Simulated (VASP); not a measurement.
# TaN (P-62m) in VASP: a series of runs

The runs below take TaN through single point, with PBEsol+U.

Everything below comes from runs of VASP 6.6.1. Logs are shortened: lines on timing, memory, paths and dates and some standing lists are left out, and cuts for length are marked.

## (1) The cell of the first run

Symmetry: P-62m, No. 189, hexagonal system. Conventional cell: a = 5.196 Å, b = 5.196 Å, c = 2.911 Å, α = 90.00°, β = 90.00°, γ = 120.00°. Within 3.0 Å of Ta (site symmetry -6) lie 6 N at 2.16 Å and 5 Ta at 2.91 to 3.00 Å. Ta (site symmetry -62m) has 3 N at 2.04 Å within 2.7 Å. Within 3.0 Å of N (site symmetry m2m) lie 5 Ta at 2.04 to 2.16 Å and 6 N at 2.77 to 2.91 Å.

## (2) Single point, PBEsol+U, collinear spin

File INCAR:

```
SYSTEM = TaN
PREC = Accurate ; ENCUT = 520
EDIFF = 1E-6 ; ISMEAR = 0
SIGMA = 0.05 ; LREAL = .FALSE.
LASPH = .TRUE. ; NELM = 150
ALGO = Normal ; ISIF = 2
LWAVE = .FALSE. ; LCHARG = .TRUE.
ISPIN = 2 ; MAGMOM = 2 2 2 0 0 0
LORBIT = 11 ; LMAXMIX = 4
LDAU = .TRUE. ; LDAUTYPE = 2
LDAUL = 2 -1 ; LDAUU = 5 0
LDAUJ = 0 0 ; LDAUPRINT = 1
GGA = PS ; LELF = .TRUE.
LVHAR = .TRUE. ; NBANDS = 37
```

File KPOINTS:

```
regular mesh
0
G
  4 4 6
  0 0 0
```

File POSCAR:

```
TaN
1.0
    5.1960001500      0.0000000000      0.0000000000
   -2.5980000800      4.4998681300      0.0000000000
    0.0000000000      0.0000000000      2.9109996000
Ta N
3 3
Direct
    0.3333333333      0.6666666667      0.5000000000
    0.6666666667      0.3333333333      0.5000000000
    0.0000000000      0.0000000000      0.0000000000
    0.3928500000      0.0000000000      0.0000000000
    0.6071500000      0.6071500000      0.0000000000
    0.0000000000      0.3928500000      0.0000000000
```

Potentials or basis: VASP PAW PBE potentials, release 64 (Ta_pv, N).

The run is started by

```console
cat potpaw_PBE.64/Ta_pv/POTCAR potpaw_PBE.64/N/POTCAR > POTCAR
mpirun -np 1 vasp_std > vasp.out
```

OUTCAR:

```text
SYSTEM = TaN
   PREC = Accurate
   ENCUT = 520
   EDIFF = 1E-6
   ISMEAR = 0
   LREAL = .FALSE.
   LASPH = .TRUE.
   NELM = 150
   ISIF = 2
   ISPIN = 2
   LORBIT = 11
   GGA = PS

 ion  position               nearest neighbor table
   1  0.333  0.667  0.500-   6 2.16   6 2.16   5 2.16   5 2.16   4 2.16   4 2.16   2 3.00   2 3.00
                             2 3.00   3 3.33   3 3.33   3 3.33   3 3.33   3 3.33   3 3.33
   2  0.667  0.333  0.500-   6 2.16   6 2.16   4 2.16   4 2.16   5 2.16   5 2.16   1 3.00   1 3.00
                             1 3.00   3 3.33   3 3.33   3 3.33   3 3.33   3 3.33   3 3.33
   3  0.000  0.000  0.000-   5 2.04   4 2.04   6 2.04   2 3.33   2 3.33   1 3.33   1 3.33   1 3.33
                             2 3.33   2 3.33   1 3.33   2 3.33   2 3.33   1 3.33   1 3.33
   4  0.393  0.000  0.000-   3 2.04   2 2.16   2 2.16   1 2.16   1 2.16
   5  0.607  0.607  0.000-   3 2.04   1 2.16   1 2.16   2 2.16   2 2.16
   6  0.000  0.393  0.000-   3 2.04   2 2.16   2 2.16   1 2.16   1 2.16

  LATTYP: Found a hexagonal cell.
 ALAT       =     5.1960001500
 C/A-ratio  =     0.5602385520

  Lattice vectors:

 A1 = (   5.1960001500,   0.0000000000,   0.0000000000)
 A2 = (  -2.5980000800,   4.4998681300,   0.0000000000)
 A3 = (   0.0000000000,   0.0000000000,   2.9109996000)

Analysis of symmetry for initial positions (statically):
=====================================================================
 Subroutine PRICEL returns:
 Original cell was already a primitive cell.

 Routine SETGRP: Setting up the symmetry group for a
 hexagonal supercell.

 Subroutine GETGRP returns: Found 12 space group operations
 (whereof 12 operations were pure point group operations)
 out of a pool of 24 trial point group operations.

The static configuration has the point symmetry D_3h.

Analysis of symmetry for dynamics (positions and initial velocities):
=====================================================================
 Subroutine PRICEL returns:
 Original cell was already a primitive cell.

 Routine SETGRP: Setting up the symmetry group for a
 hexagonal supercell.

 Subroutine GETGRP returns: Found 12 space group operations
 (whereof 12 operations were pure point group operations)
 out of a pool of 24 trial point group operations.

The dynamic configuration has the point symmetry D_3h.

Analysis of structural, dynamic, and magnetic symmetry:
=====================================================================
 Subroutine PRICEL returns:
 Original cell was already a primitive cell.

 Routine SETGRP: Setting up the symmetry group for a
 hexagonal supercell.

 Subroutine GETGRP returns: Found 12 space group operations
 (whereof 12 operations were pure point group operations)
 out of a pool of 24 trial point group operations.

The overall configuration has the point symmetry D_3h.

 Subroutine INISYM returns: Found 12 space group operations
 (whereof 12 operations are pure point group operations),
 and found     1 'primitive' translations

----------------------------------------------------------------------------------------

                                     Primitive cell

  volume of cell :      68.0630

  direct lattice vectors                    reciprocal lattice vectors
     5.196000150  0.000000000  0.000000000     0.192455730  0.111114367  0.000000000
    -2.598000080  4.499868130  0.000000000     0.000000000  0.222228735  0.000000000
     0.000000000  0.000000000  2.910999600     0.000000000  0.000000000  0.343524609

  length of vectors
     5.196000150  5.196000154  2.910999600     0.222228735  0.222228735  0.343524609

  position of ions in fractional coordinates (direct lattice)
     0.333333333  0.666666667  0.500000000
     0.666666667  0.333333333  0.500000000
     0.000000000  0.000000000  0.000000000
     0.392850000  0.000000000  0.000000000
     0.607150000  0.607150000  0.000000000
     1.000000000  0.392850000  0.000000000

  ion indices of the primitive-cell ions
   primitive index   ion index
                 1           1
                 2           2
                 3           3
                 4           4
                 5           5
                 6           6

----------------------------------------------------------------------------------------

 KPOINTS: regular mesh

Automatic generation of k-mesh.
 Grid dimensions read from file:
[... 44 lines left out ...]
   NGX,Y,Z   is equivalent  to a cutoff of  12.80, 12.80, 13.71 a.u.
   NGXF,Y,Z  is equivalent  to a cutoff of  25.60, 25.60, 27.41 a.u.
 SYSTEM =  TaN
   PREC   = accura    normal or accurate (medium, high low for compatibility)
   ISTART =      0    job   : 0-new  1-cont  2-samecut
   ICHARG =      2    charge: 1-file 2-atom 10-const
   ISPIN  =      2    spin polarized calculation?
   LNONCOLLINEAR =      F non collinear calculations
   LSORBIT =      F    spin-orbit coupling
   LASPH  =      T    aspherical Exc in radial PAW
   ENCUT  =  520.0 eV  38.22 Ry    6.18 a.u.   9.66  9.66  5.41*2*pi/ulx,y,z
   NELM   =    150;   NELMIN=  2; NELMDL= -5     # of ELM steps
   EDIFF  = 0.1E-05   stopping-criterion for ELM
   LREAL  =      F    real-space projection
   EDIFFG = 0.1E-04   stopping-criterion for IOM
   NSW    =      0    number of steps for IOM
   IBRION =     -1    ionic relax: 0-MD 1-quasi-New 2-CG
   NFREE  =      0    steps in history (QN), initial steepest desc. (CG)
   ISIF   =      2    stress and relaxation
   ISYM   =      2    0-nonsym 1-usesym 2-fastsym
   POTIM  = 0.5000    time-step for ionic-motion
   TEBEG  =    0.0;   TEEND  =   0.0 temperature during run
   PSTRESS=    0.0 pullay stress
   NELECT =      48.0000    total number of electrons
   NUPDOWN=      -1.0000    fix difference up-down
   EMIN   =  10.00;   EMAX   =-10.00  energy-range for DOS
   EFERMI =   0.00;   METHOD = LEGACY
   ISMEAR =     0;   SIGMA  =   0.05  broadening in eV -4-tet -1-fermi 0-gaus
   EFERMI_NEDOS =   21; number of points for ismear=-14 and -15
   IALGO  =     38    algorithm
   IMIX   =      4    mixing-type and parameters
     AMIX     =   0.40;   BMIX     =  1.00
     AMIX_MAG =   1.60;   BMIX_MAG =  1.00
  volume/ion in A,a.u.               =      11.34        76.55
  Fermi-wavevector in a.u.,A,eV,Ry     =   1.457197  2.753703 28.890918  2.123423
  Thomas-Fermi vector in A             =   2.574026
   LORBIT       =     11    0 simple, 1 ext, 2 COOP (PROOUT), +10 PAW based schemes
 LDA+U is selected, type is set to LDAUTYPE =  2
   angular momentum for each species LDAUL =     2   -1
   U (eV)           for each species LDAUU =   5.0  0.0
   J (eV)           for each species LDAUJ =   0.0  0.0
   GGA     = PS    functional components
   LHFCALC =     F    Hartree Fock is set to
   AEXX    =    0.0000 exact exchange contribution
   IVDW    =     0    specifies the selected vdW correction
   LEPSILON=     F    determine dielectric tensor
   LRPA    =     F    only Hartree local field effects (RPA)
 spin polarized calculation
 Gauss-broadening in eV      SIGMA  =   0.05
  energy-cutoff  :      520.00
  volume of cell :       68.06
 maximum number of plane-waves:      1858
 NGX is ok and might be reduce to    40
   NGX = 19   NGY = 19   NGZ = 11

 number of electron      48.0000001 magnetization       0.0002182

atom =   1  type =  1  l = 2

 onsite density matrix

spin component  1
[... 83 lines left out ...]
  o =  0.1758  v =  0.0000 -0.5583  0.0000 -0.8296 -0.0000  0.0000  0.0000  0.0000  0.0000  0.0000      0.0000  0.0000  0.0000  0.0000  0.0000  0.0000  0.0000  0.0000  0.0000  0.0000
  o =  0.1758  v = -0.0000 -0.8296  0.0000  0.5583 -0.0000  0.0000  0.0000  0.0000  0.0000  0.0000      0.0000  0.0000  0.0000  0.0000  0.0000  0.0000  0.0000  0.0000  0.0000  0.0000
  o =  0.1758  v =  0.0000  0.0000  0.0000  0.0000  0.0000  0.0000 -0.5583 -0.0000 -0.8296  0.0000      0.0000  0.0000  0.0000  0.0000  0.0000  0.0000  0.0000  0.0000  0.0000  0.0000
  o =  0.1758  v =  0.0000  0.0000  0.0000  0.0000  0.0000 -0.0000 -0.8296 -0.0000  0.5583  0.0000      0.0000  0.0000  0.0000  0.0000  0.0000  0.0000  0.0000  0.0000  0.0000  0.0000
  o =  0.2268  v =  0.9522  0.0000 -0.0000 -0.0000 -0.3055  0.0000  0.0000  0.0000  0.0000  0.0000      0.0000  0.0000  0.0000  0.0000  0.0000  0.0000  0.0000  0.0000  0.0000  0.0000
  o =  0.2268  v =  0.3055 -0.0000 -0.0000  0.0000  0.9522  0.0000  0.0000  0.0000  0.0000  0.0000      0.0000  0.0000  0.0000  0.0000  0.0000  0.0000  0.0000  0.0000  0.0000  0.0000
  o =  0.2268  v =  0.0000  0.0000  0.0000  0.0000  0.0000 -0.3603  0.0000 -0.0000 -0.0000  0.9328      0.0000  0.0000  0.0000  0.0000  0.0000  0.0000  0.0000  0.0000  0.0000  0.0000
  o =  0.2268  v =  0.0000  0.0000  0.0000  0.0000  0.0000  0.9328  0.0000 -0.0000  0.0000  0.3603      0.0000  0.0000  0.0000  0.0000  0.0000  0.0000  0.0000  0.0000  0.0000  0.0000
  o =  0.3281  v = -0.0000 -0.0000 -1.0000 -0.0000 -0.0000  0.0000  0.0000  0.0000  0.0000  0.0000      0.0000  0.0000  0.0000  0.0000  0.0000  0.0000  0.0000  0.0000  0.0000  0.0000
  o =  0.3281  v =  0.0000  0.0000  0.0000  0.0000  0.0000 -0.0000  0.0000 -1.0000 -0.0000 -0.0000      0.0000  0.0000  0.0000  0.0000  0.0000  0.0000  0.0000  0.0000  0.0000  0.0000

 number of electron      48.0000001 magnetization      -0.0000208

 Free energy of the ion-electron system (eV)
  ---------------------------------------------------
  ext. energy  EPLUGINS =         0.00000000
  ---------------------------------------------------
  free energy    TOTEN  =       -57.99720283 eV

  energy without entropy =      -57.99398720  energy(sigma->0) =      -57.99559501

 E-fermi :   8.8953     XC(G=0): -13.1815

 val. band max:        8.7292226383   @ k =   0.0000   0.0000   0.3333
 cond. band min:       8.9105078246   @ k =   0.2500  -0.0000   0.1667
 fundamental gap:      0.1812851862
 Fermi energy:         8.8952799595

 spin component 1

 k-point     1 :       0.0000    0.0000    0.0000
  band No.  band energies     occupation
      1     -28.4710      1.00000
      2     -28.4710      1.00000
      3     -28.1291      1.00000
      4     -28.1291      1.00000
      5     -27.9286      1.00000
      6     -27.8256      1.00000
[... 613 lines left out ...]
     35      14.9205      0.00000
     36      15.2232      0.00000
 Fermi energy:         8.8952799595

 spin component 2

 k-point     1 :       0.0000    0.0000    0.0000
  band No.  band energies     occupation
      1     -28.4710      1.00000
      2     -28.4710      1.00000
      3     -28.1291      1.00000
      4     -28.1291      1.00000
      5     -27.9286      1.00000
      6     -27.8256      1.00000
[... 613 lines left out ...]
     35      14.9205      0.00000
     36      15.2232      0.00000
 [bands above 36 left out]

------------------------ aborting loop because EDIFF is reached ----------------------------------------

  FORCE on cell =-STRESS in cart. coord.  units (eV):
  Direction    XX          YY          ZZ          XY          YZ          ZX
  --------------------------------------------------------------------------------------
  -------------------------------------------------------------------------------------
  Total        5.0458080      5.0458080      6.0473653     -0.0000000      0.0000000      0.0000000
  in kB      118.7764165    118.7764166    142.3526958     -0.0000001      0.0000000      0.0000000
  external PRESSURE =     126.6351763 kB  Pullay stress =       0.0000000 kB

 VOLUME and BASIS-vectors are now :
 -----------------------------------------------------------------------------
  energy-cutoff  :      520.00
  volume of cell :       68.06
      direct lattice vectors                 reciprocal lattice vectors
     5.196000150  0.000000000  0.000000000     0.192455730  0.111114367  0.000000000
    -2.598000080  4.499868130  0.000000000     0.000000000  0.222228735  0.000000000
     0.000000000  0.000000000  2.910999600     0.000000000  0.000000000  0.343524609

 POSITION                                       TOTAL-FORCE (eV/Angst)
 -----------------------------------------------------------------------------------
     -0.00000      2.99991      1.45550         0.000000      0.000000     -0.000000
      2.59800      1.49996      1.45550         0.000000      0.000000     -0.000000
      0.00000      0.00000      0.00000         0.000000      0.000000     -0.000000
      2.04125      0.00000      0.00000         0.340041     -0.000000      0.000000
      1.57738      2.73209      0.00000        -0.170020     -0.294484      0.000000
     -1.02062      1.76777      0.00000        -0.170020      0.294484     -0.000000
 -----------------------------------------------------------------------------------
    total drift:                               -0.000001     -0.000003      0.000000

  FREE ENERGIE OF THE ION-ELECTRON SYSTEM (eV)
  ---------------------------------------------------
  free  energy   TOTEN  =       -57.9972028279 eV

  energy  without entropy=      -57.9939871960  energy(sigma->0) =      -57.99559501

 total charge

# of ion       s       p       d       tot
------------------------------------------
    1        0.311   6.288   2.200   8.800
    2        0.311   6.288   2.200   8.800
    3        0.358   6.253   2.220   8.831
    4        1.233   2.587   0.000   3.820
    5        1.233   2.587   0.000   3.820
    6        1.233   2.587   0.000   3.820
--------------------------------------------------
tot          4.679  26.590   6.621  37.890

 magnetization (x)

# of ion       s       p       d       tot
------------------------------------------
    1        0.000  -0.000  -0.000  -0.000
    2        0.000  -0.000  -0.000  -0.000
    3       -0.000  -0.000  -0.000  -0.000
    4       -0.000   0.000   0.000   0.000
    5       -0.000   0.000   0.000   0.000
    6       -0.000   0.000   0.000   0.000
--------------------------------------------------
tot         -0.000  -0.000  -0.000  -0.000
```

Wall time 36 s (1 thread of Intel Xeon 6975P-C (Granite Rapids), shared host); peak memory 0.25 GiB.

Results:

```
Free energy                                           : -57.9972 eV
Pressure                                              : 12.7 GPa
Largest force                                         : 0.340 eV/Å
Band gap on the k mesh                                : zero (filled and empty bands overlap)
Net moment                                            : 0.00 μB per cell
Valence electrons inside the program's atomic spheres : Ta 8.80, 8.83 (each value once); N 3.82
```

Forces on the atoms (eV/Å):
```
Ta   0.000  0.000  0.000
Ta   0.000  0.000  0.000
Ta   0.000  0.000  0.000
N    0.340  0.000  0.000
N   -0.170 -0.294  0.000
N   -0.170  0.294  0.000
```

Eigenvalues of the final occupation matrices:
| site | spin | trace | eigenvalues |
| --- | --- | --- | --- |
| site 1 d | 1 | 1.12 | 0.20 0.20 0.22 0.22 0.28 |
| site 1 d | 2 | 1.12 | 0.20 0.20 0.22 0.22 0.28 |
| site 2 d | 1 | 1.12 | 0.20 0.20 0.22 0.22 0.28 |
| site 2 d | 2 | 1.12 | 0.20 0.20 0.22 0.22 0.28 |
| site 3 d | 1 | 1.13 | 0.18 0.18 0.23 0.23 0.33 |
| site 3 d | 2 | 1.13 | 0.18 0.18 0.23 0.23 0.33 |

Caveat: the cell stands under pressure; the PAW data sets were made with another functional, which shifts forces and pressure a little; spin-orbit coupling is left out, which moves the levels of the heavy elements.

## (3) Single point, PBEsol+U, collinear spin, zero start

File INCAR:

```
PREC = Accurate
ENCUT = 520
EDIFF = 1E-6
ISMEAR = 0
SIGMA = 0.05
LREAL = False
LASPH = True
NELM = 150
ALGO = Normal
ISIF = 2
LWAVE = False
LCHARG = False
ISPIN = 2
MAGMOM = 0 0 0 0 0 0
LORBIT = 11
LMAXMIX = 4
LDAU = True
LDAUTYPE = 2
LDAUL = 2 -1
LDAUU = 5 0
LDAUJ = 0 0
LDAUPRINT = 1
GGA = PS
NBANDS = 37
```

File KPOINTS:

```
Automatic mesh
0
Gamma
  4 4 6
```

POSCAR is that of step 2.

Potentials or basis: VASP PAW PBE potentials, release 64 (Ta_pv, N).

The run is started by

```console
cat potpaw_PBE.64/Ta_pv/POTCAR potpaw_PBE.64/N/POTCAR > POTCAR
mpirun -np 1 vasp_std > vasp.out
```

It took 31 s on 1 thread of Intel Xeon 6975P-C (Granite Rapids), shared host; peak memory 0.24 GiB.

It converged, with:

* Free energy: -57.9972 eV
* Pressure: 12.7 GPa
* Largest force: 0.340 eV/Å
* Band gap on the k mesh: zero (filled and empty bands overlap)
* Net moment: 0.00 μB per cell
* Valence electrons inside the program's atomic spheres: Ta 8.80, 8.83 (each value once); N 3.82

Forces on the atoms (eV/Å):
```
Ta   0.000  0.000  0.000
Ta   0.000  0.000  0.000
Ta   0.000  0.000  0.000
N    0.340  0.000  0.000
N   -0.170 -0.294  0.000
N   -0.170  0.294  0.000
```

Stress tensor (GPa, compression positive):
```
11.89  0.00  0.00
 0.00 11.89  0.00
 0.00  0.00 14.24
```

Levels at points of the mesh, in eV from the Fermi level:
Spin up:
```
           k point  band 22  band 23  band 24  band 25  band 26  band 27
(0.00, 0.00, 0.00)    -3.74    -2.19    -0.95    -0.95     0.82     0.82
(0.50, 0.00, 0.00)    -4.11    -3.14    -2.75     1.12     1.88     2.09
(0.00, 0.00, 0.50)    -2.94    -2.94     1.70     2.10     2.10     2.17
(0.50, 0.00, 0.50)    -3.35    -2.24    -0.89     0.52     1.32     3.22
```
Spin down:
| k point | band 20 | band 21 | band 22 | band 23 | band 24 | band 25 | band 26 | band 27 | band 28 | band 29 |
| --- | --- | --- | --- | --- | --- | --- | --- | --- | --- | --- |
| (0.00, 0.00, 0.00) | -5.24 | -4.59 | -3.74 | -2.19 | -0.95 | -0.95 | 0.82 | 0.82 | 1.68 | 1.95 |
| (0.50, 0.00, 0.00) | -4.82 | -4.23 | -4.11 | -3.14 | -2.75 | 1.12 | 1.88 | 2.09 | 2.47 | 2.74 |
| (0.00, 0.00, 0.50) | -4.67 | -4.67 | -2.94 | -2.94 | 1.70 | 2.10 | 2.10 | 2.17 | 2.17 | 3.32 |
| (0.50, 0.00, 0.50) | -5.15 | -4.19 | -3.35 | -2.24 | -0.89 | 0.52 | 1.32 | 3.22 | 3.38 | 3.40 |

Eigenvalues of the final occupation matrices:
| site | spin | trace | eigenvalues |
| --- | --- | --- | --- |
| site 1 d | 1 | 1.12 | 0.20 0.20 0.22 0.22 0.28 |
| site 1 d | 2 | 1.12 | 0.20 0.20 0.22 0.22 0.28 |
| site 2 d | 1 | 1.12 | 0.20 0.20 0.22 0.22 0.28 |
| site 2 d | 2 | 1.12 | 0.20 0.20 0.22 0.22 0.28 |
| site 3 d | 1 | 1.13 | 0.18 0.18 0.23 0.23 0.33 |
| site 3 d | 2 | 1.13 | 0.18 0.18 0.23 0.23 0.33 |

Caveat: the cell stands under pressure; the PAW data sets were made with another functional, which shifts forces and pressure a little; spin-orbit coupling is left out, which moves the levels of the heavy elements.
